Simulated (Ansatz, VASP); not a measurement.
# Te2Mo: VASP beside Ansatz

File INCAR:

```
ALGO = Normal
EDIFF = 1E-7
ENCUT = 520
ISIF = 2
ISMEAR = -1
LASPH = T
LCHARG = T
LELF = T
LREAL = F
LVHAR = T
LWAVE = F
NBANDS = 20
NELM = 100
PREC = Accurate
SIGMA = 0.05
```

Contents of KPOINTS:

```
k-points
0
Gamma
  9 9 2
```

POSCAR

```
Te2Mo
1.0
    3.4875546084      0.0000000000      0.0000000000
   -1.7437773042      3.0203108879      0.0000000000
    0.0000000000      0.0000000000     17.1663236088
Te Mo
2 1
Direct
    0.3333333333      0.6666666667      0.1021445500
    0.3333333333      0.6666666667      0.8978554500
    0.0000000000      0.0000000000      0.0000000000
```

input.yaml

```yaml
crystal:
  lattice:
    - [3.4875546084, 0.0, 0.0]
    - [-1.7437773042, 3.0203108879, 0.0]
    - [0.0, 0.0, 17.1663236088]
  atoms:
    - { symbol: Te, position: [0.3333333333, 0.6666666667, 0.10214455] }
    - { symbol: Te, position: [0.3333333333, 0.6666666667, 0.89785545] }
    - { symbol: Mo, position: [0.0, 0.0, 0.0] }
kpoints:
  mp_grid: { grid: [9, 9, 2] }
scf:
  occupations: { method: fermi_dirac, width: 0.05 }
hamiltonian:
  xc: lda
  pseudopotentials: { kind: all_electron, lapw: { basis_error: 0.002 } }
output:
  forces: true
  stress: true
  eigenvalues: true
```

Change from the starting cell: volume scaled by 0.94.

Alike in both runs: task single point; functional LDA; k mesh 9 × 9 × 2; occupations fermi-dirac, width 0.05 eV; no spin polarisation.

|  | VASP | Ansatz |
| --- | --- | --- |
| version | VASP 6.6.1 | Ansatz 0.2.0 |
| potentials or method | VASP PAW LDA potentials, release 64 (Te, Mo_sv), cutoff 520 eV | all-electron LAPW, scalar-relativistic |

Ansatz gave:

* gap on the k mesh at the Fermi level (eV): 1.15
* least direct gap on the mesh (eV): 1.15
* rms of the force components (eV/Å): 0.241

Problem. What did VASP give for the same quantities?

Solution. gap on the k mesh at the Fermi level (eV): 1.14; least direct gap on the mesh (eV): 1.14; rms of the force components (eV/Å): 0.269.

LDA's correlation is that of Perdew and Zunger in VASP and of Perdew and Wang (1992) in Ansatz. Atom by atom the forces differ by 0.027 eV/Å (rms over components). Ansatz ran all-electron here, and VASP with PAW potentials.

Neither program's run includes spin-orbit coupling.
